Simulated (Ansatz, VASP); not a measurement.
**InGaTe3 in VASP and in Ansatz**

```
In Ga Te
1.0
     5.74155    0.00000    0.00000
     0.00000    5.74155    0.00000
     0.00000    0.00000    5.74155
In Ga Te
1 1 3
Direct
  0.00000 0.00000 0.00000
  0.50000 0.50000 0.50000
  0.50000 0.00000 0.00000
  0.00000 0.50000 0.00000
  0.00000 0.00000 0.50000
```

Alike in both runs: functional PBE; k mesh 4 × 4 × 4; occupations gaussian, width 0.1 eV; no spin polarisation.

Ansatz relaxed the structure, and its values are those at the end. VASP's run is a single point on that final structure, the one shown.

```csv
,VASP,Ansatz
version,VASP 6.6.1,Ansatz 0.2.0
potentials or method,"VASP PAW PBE potentials, release 64 (In_d, Ga_d, Te), cutoff 520 eV","scalar-relativistic, plane waves, PAW"
valence electrons in the cell,44,74
```

```csv
,VASP,Ansatz,Ansatz less VASP
gap on the k mesh at the Fermi level (eV),none,none,-
pressure (GPa),0.0,0.0,+0.02
```

A gap of «none» marks a metal or a gap that the smearing closes. With one functional, cell and mesh, what is left measures potentials, basis and numerics. VASP's potentials hold 44 valence electrons a cell and Ansatz's 74, so a difference there can come from the potentials and not from the codes.

Neither program's run includes spin-orbit coupling.
